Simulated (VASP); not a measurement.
# ZrN (Fm-3m) in VASP: notebook, part 2 of 2

VASP 6.6.1. Earlier steps stand in the parts before.

## Step 3: Vibrations by perturbation theory, PBE

This run uses another cell than the first one, of 11.95 Å³/atom, 1.042 times its volume.

File INCAR:

```
SYSTEM = ZrN
PREC = Accurate ; ENCUT = 600
EDIFF = 1E-8 ; ISMEAR = -1
SIGMA = 0.15 ; LREAL = .False.
LASPH = .True. ; NELM = 120
ALGO = Normal ; ISIF = 2
LWAVE = .False. ; LCHARG = .False.
GGA = PE ; IBRION = 8
NSW = 1 ; GGA_COMPAT = .False.
```

File KPOINTS:

```
Automatic mesh
0
Gamma
  16 16 16
  0 0 0
```

File POSCAR:

```
ZrN
1.0
    0.0000000000      2.2859714465      2.2859714465
    2.2859714465      0.0000000000      2.2859714465
    2.2859714465      2.2859714465      0.0000000000
Zr N
1 1
Direct
    0.0000000000      0.0000000000      0.0000000000
    0.5000000000      0.5000000000      0.5000000000
```

Potentials or basis: VASP PAW PBE potentials, release 64 (Zr_sv, N).

The run is started by

```bash
> cat potpaw_PBE.64/Zr_sv/POTCAR potpaw_PBE.64/N/POTCAR > POTCAR
> mpirun -np 1 vasp_std > vasp.out
```

OUTCAR:

```text
SYSTEM = ZrN
   PREC = Accurate
   ENCUT = 600
   EDIFF = 1E-8
   ISMEAR = -1
   LREAL = .False.
   LASPH = .True.
   NELM = 120
   ISIF = 2
   GGA = PE
   IBRION = 8
   NSW = 1

 ion  position               nearest neighbor table
   1  0.000  0.000  0.000-   2 2.29   2 2.29   2 2.29   2 2.29   2 2.29   2 2.29
   2  0.500  0.500  0.500-   1 2.29   1 2.29   1 2.29   1 2.29   1 2.29   1 2.29

  LATTYP: Found a face centered cubic cell.
 ALAT       =     4.5719428930

  Lattice vectors:

 A1 = (   0.0000000000,   2.2859714465,   2.2859714465)
 A2 = (   2.2859714465,   0.0000000000,   2.2859714465)
 A3 = (   2.2859714465,   2.2859714465,   0.0000000000)

Analysis of symmetry for initial positions (statically):
=====================================================================
 Subroutine PRICEL returns:
 Original cell was already a primitive cell.

 Routine SETGRP: Setting up the symmetry group for a
 face centered cubic supercell.

 Subroutine GETGRP returns: Found 48 space group operations
 (whereof 48 operations were pure point group operations)
 out of a pool of 48 trial point group operations.

The static configuration has the point symmetry O_h .

Analysis of symmetry for dynamics (positions and initial velocities):
=====================================================================
 Subroutine PRICEL returns:
 Original cell was already a primitive cell.

 Routine SETGRP: Setting up the symmetry group for a
 face centered cubic supercell.

 Subroutine GETGRP returns: Found 48 space group operations
 (whereof 48 operations were pure point group operations)
 out of a pool of 48 trial point group operations.

The dynamic configuration has the point symmetry O_h .

 Subroutine INISYM returns: Found 48 space group operations
 (whereof 48 operations are pure point group operations),
 and found     1 'primitive' translations

----------------------------------------------------------------------------------------

                                     Primitive cell

  volume of cell :      23.8914

  direct lattice vectors                    reciprocal lattice vectors
     0.000000000  2.285971447  2.285971447    -0.218725392  0.218725392  0.218725392
     2.285971447  0.000000000  2.285971447     0.218725392 -0.218725392  0.218725392
     2.285971447  2.285971447  0.000000000     0.218725392  0.218725392 -0.218725392

  length of vectors
     3.232851823  3.232851823  3.232851823     0.378843491  0.378843491  0.378843491

  position of ions in fractional coordinates (direct lattice)
     0.000000000  0.000000000  0.000000000
     0.500000000  0.500000000  0.500000000

  ion indices of the primitive-cell ions
   primitive index   ion index
                 1           1
                 2           2

----------------------------------------------------------------------------------------

[... 472 lines left out ...]
  band No.  band energies     occupation
      1     -37.4725      2.00000
      2     -15.2218      2.00000
      3     -15.1285      2.00000
      4     -15.1010      2.00000
      5      -4.0206      2.00000
      6       8.5135      2.00000
      7       8.7402      2.00000
      8       9.0765      2.00000
      9      11.8311      1.68719
     10      11.8620      1.62893
     11      12.2536      0.48782
     12      14.0250      0.00000

 [... further k-points ...]

------------------------ aborting loop because EDIFF is reached ----------------------------------------

  FORCE on cell =-STRESS in cart. coord.  units (eV):
  Direction    XX          YY          ZZ          XY          YZ          ZX
  --------------------------------------------------------------------------------------
  -------------------------------------------------------------------------------------
  Total        0.6192011      0.6192011      0.6192011      0.0000000      0.0000000      0.0000000
  in kB       41.5240711     41.5240711     41.5240711      0.0000000      0.0000000      0.0000000
  external PRESSURE =      41.5240711 kB  Pullay stress =       0.0000000 kB

 VOLUME and BASIS-vectors are now :
 -----------------------------------------------------------------------------
  energy-cutoff  :      600.00
  volume of cell :       23.89
      direct lattice vectors                 reciprocal lattice vectors
     0.000000000  2.285971447  2.285971447    -0.218725392  0.218725392  0.218725392
     2.285971447  0.000000000  2.285971447     0.218725392 -0.218725392  0.218725392
     2.285971447  2.285971447  0.000000000     0.218725392  0.218725392 -0.218725392

 POSITION                                       TOTAL-FORCE (eV/Angst)
 -----------------------------------------------------------------------------------
      0.00000      0.00000      0.00000         0.000000      0.000000     -0.000000
      2.28597      2.28597      2.28597        -0.000000     -0.000000      0.000000
 -----------------------------------------------------------------------------------
    total drift:                                0.000000      0.000000      0.000000

  FREE ENERGIE OF THE ION-ELECTRON SYSTEM (eV)
  ---------------------------------------------------
  free  energy   TOTEN  =       -20.3918931864 eV

  energy  without entropy=      -20.3442504637  energy(sigma->0) =      -20.36807183

[... ionic steps 2 to 3 ...]

--------------------------------------- Ionic step        4  -------------------------------------------

------------------------ aborting loop because EDIFF is reached ----------------------------------------

[... ionic steps 5 to 6 ...]

--------------------------------------- Ionic step        7  -------------------------------------------

 Free energy of the ion-electron system (eV)
  ---------------------------------------------------
  ---------------------------------------------------
  free energy    TOTEN  =        -0.23334168 eV

  energy without entropy =       -0.23334168

------------------------ aborting loop because EDIFF is reached ----------------------------------------

 INTERNAL STRAIN TENSOR  FOR ION    2  DIRECTION 1   (eV/Angst):
 -----------------------------------------------------------------------------
     0.00432  0.00000  0.00000
     0.00000 -0.00492  0.00000
     0.00000  0.00000 -0.00492

 INTERNAL STRAIN TENSOR FOR ION    2 for displacements in x,y,z  (eV/Angst):
          X           Y           Z          XY          YZ          ZX
  --------------------------------------------------------------------------------
  x     0.00000     0.00000     0.00000     0.00000     0.00000     0.00000
  y     0.00000     0.00000     0.00000     0.00000     0.00000     0.00000
  z     0.00000     0.00000     0.00000     0.00000     0.00000     0.00000

 SECOND DERIVATIVES (NOT SYMMETRIZED)
 ------------------------------------
               1X          1Y          1Z          2X          2Y          2Z
  1X   -10.858232    0.000000    0.000000   10.858232    0.000000    0.000000
  1Y     0.000000  -10.858232    0.000000    0.000000   10.858232    0.000000
  1Z     0.000000    0.000000  -10.858232    0.000000    0.000000   10.858232
  2X    10.849455    0.000000    0.000000  -10.849455    0.000000    0.000000
  2Y     0.000000   10.849455    0.000000    0.000000  -10.849455    0.000000
  2Z     0.000000    0.000000   10.849455    0.000000    0.000000  -10.849455

 Eigenvectors and eigenvalues of the dynamical matrix
 ----------------------------------------------------

   1 f  =   14.780987 THz    92.871682 2PiTHz  493.040663 cm-1    61.129224 meV
             X         Y         Z           dx          dy          dz
      0.000000  0.000000  0.000000     0.000000    0.364899    0.000000
      2.285971  2.285971  2.285971     0.000000   -0.931047    0.000000
[... 21 lines left out ...]
   6 f/i=    0.002030 THz     0.012757 2PiTHz    0.067727 cm-1     0.008397 meV
             X         Y         Z           dx          dy          dz
      0.000000  0.000000  0.000000     0.000000   -0.931047    0.000000
      2.285971  2.285971  2.285971     0.000000   -0.364899    0.000000

--------------------------------------------------------------------------------------------------------

 ELASTIC MODULI CONTR FROM IONIC RELAXATION (kBar)
 Direction    XX          YY          ZZ          XY          YZ          ZX
 --------------------------------------------------------------------------------
 XX           0.0000      0.0000      0.0000      0.0000      0.0000      0.0000
 YY           0.0000      0.0000      0.0000      0.0000      0.0000      0.0000
 ZZ           0.0000      0.0000      0.0000      0.0000      0.0000      0.0000
 XY           0.0000      0.0000      0.0000      0.0000      0.0000      0.0000
 YZ           0.0000      0.0000      0.0000      0.0000      0.0000      0.0000
 ZX           0.0000      0.0000      0.0000      0.0000      0.0000      0.0000
 --------------------------------------------------------------------------------
```

stdout:

```text
POSCAR found type information on POSCAR ZrN
 POSCAR found :  2 types and       2 ions
 scaLAPACK will be used
 LDA part: xc-table for (Slater+PW92), standard interpolation
 POSCAR, INCAR and KPOINTS ok, starting setup
 FFT: planning ... GRIDC
 FFT: planning ... GRID_SOFT
 FFT: planning ... GRID
 WAVECAR not read
 entering main loop
 Linear response reoptimize wavefunctions to high precision
 Linear response DOF=           2
 Linear response progress:
 first order change of Fermi-energy   0.17252E-03
 force on displaced ion       1 direction 1 : -10.858   0.000   0.000
 Linear response progress:
 first order change of Fermi-energy   0.50467E-04
 force on displaced ion       2 direction 1 : -10.849   0.000   0.000
 Linear response finished
```

It took 18 min on 1 thread of Intel Xeon Platinum 8488C (Sapphire Rapids), shared host; peak memory 0.4 GiB.

Results:

| Property | Result |
| --- | --- |
| Highest phonon frequency at Γ, LO-TO splitting left out | 493 cm⁻¹ |

Phonon frequencies in cm⁻¹ (negative: imaginary):
| q point | frequencies |
| --- | --- |
| (0.000, 0.000, 0.000) | 0 0 0 493 493 493 |

Caveat: the cell wasn't relaxed at this level first, which shifts response properties.

## Step 4: Vibrations by perturbation theory, PBE

This run uses another cell than the first one, of 11.73 Å³/atom, 1.024 times its volume.

File INCAR:

```
SYSTEM = ZrN
PREC = Accurate ; ENCUT = 600
EDIFF = 1E-8 ; ISMEAR = -1
SIGMA = 0.15 ; LREAL = .FALSE.
LASPH = .TRUE. ; NELM = 120
ALGO = Normal ; ISIF = 2
LWAVE = .FALSE. ; LCHARG = .FALSE.
GGA = PE ; IBRION = 8
NSW = 1 ; GGA_COMPAT = .FALSE.
```

File KPOINTS:

```
Automatic mesh
0
G
  16 16 16
  0 0 0
```

File POSCAR:

```
ZrN
1.0
    0.0000000000      2.2722112095      2.2722112095
    2.2722112095      0.0000000000      2.2722112095
    2.2722112095      2.2722112095      0.0000000000
Zr N
1 1
Direct
    0.0000000000      0.0000000000      0.0000000000
    0.5000000000      0.5000000000      0.5000000000
```

Potentials or basis: VASP PAW PBE potentials, release 64 (Zr_sv, N).

The run is started by

```bash
> cat potpaw_PBE.64/Zr_sv/POTCAR potpaw_PBE.64/N/POTCAR > POTCAR
> mpirun -np 1 vasp_std > vasp.out
```

OUTCAR:

```text
SYSTEM = ZrN
   PREC = Accurate
   ENCUT = 600
   EDIFF = 1E-8
   ISMEAR = -1
   LREAL = .FALSE.
   LASPH = .TRUE.
   NELM = 120
   ISIF = 2
   GGA = PE
   IBRION = 8
   NSW = 1

 ion  position               nearest neighbor table
   1  0.000  0.000  0.000-   2 2.27   2 2.27   2 2.27   2 2.27   2 2.27   2 2.27
   2  0.500  0.500  0.500-   1 2.27   1 2.27   1 2.27   1 2.27   1 2.27   1 2.27

  LATTYP: Found a face centered cubic cell.
 ALAT       =     4.5444224190

  Lattice vectors:
[... 616 lines left out ...]
               1X          1Y          1Z          2X          2Y          2Z
  1X   -11.647745    0.000000    0.000000   11.647745    0.000000    0.000000
  1Y     0.000000  -11.647745    0.000000    0.000000   11.647745    0.000000
  1Z     0.000000    0.000000  -11.647745    0.000000    0.000000   11.647745
  2X    11.644280    0.000000    0.000000  -11.644280    0.000000    0.000000
  2Y     0.000000   11.644280    0.000000    0.000000  -11.644280    0.000000
  2Z     0.000000    0.000000   11.644280    0.000000    0.000000  -11.644280

 Eigenvectors and eigenvalues of the dynamical matrix
 ----------------------------------------------------

   1 f  =   15.312321 THz    96.210151 2PiTHz  510.764051 cm-1    63.326643 meV
             X         Y         Z           dx          dy          dz
      0.000000  0.000000  0.000000     0.000000    0.364818    0.000000
      2.272211  2.272211  2.272211     0.000000   -0.931079    0.000000
[... 21 lines left out ...]
   6 f/i=    0.000774 THz     0.004862 2PiTHz    0.025814 cm-1     0.003201 meV
             X         Y         Z           dx          dy          dz
      0.000000  0.000000  0.000000     0.000000    0.000000    0.931079
      2.272211  2.272211  2.272211     0.000000    0.000000    0.364818

--------------------------------------------------------------------------------------------------------

 ELASTIC MODULI CONTR FROM IONIC RELAXATION (kBar)
 Direction    XX          YY          ZZ          XY          YZ          ZX
 --------------------------------------------------------------------------------
 XX           0.0000      0.0000      0.0000      0.0000      0.0000      0.0000
 YY           0.0000      0.0000      0.0000      0.0000      0.0000      0.0000
 ZZ           0.0000      0.0000      0.0000      0.0000      0.0000      0.0000
 XY           0.0000      0.0000      0.0000      0.0000      0.0000      0.0000
 YZ           0.0000      0.0000      0.0000      0.0000      0.0000      0.0000
 ZX           0.0000      0.0000      0.0000      0.0000      0.0000      0.0000
 --------------------------------------------------------------------------------
```

Wall time 13 min (1 thread of Intel Xeon Platinum 8488C (Sapphire Rapids), shared host); peak memory 0.4 GiB.

Results:

- Highest phonon frequency at Γ, LO-TO splitting left out: 511 cm⁻¹

Phonon frequencies in cm⁻¹ (negative: imaginary):
```
              q point        frequencies
(0.000, 0.000, 0.000)  0 0 0 511 511 511
```

Caveat: the cell wasn't relaxed at this level first, which shifts response properties.
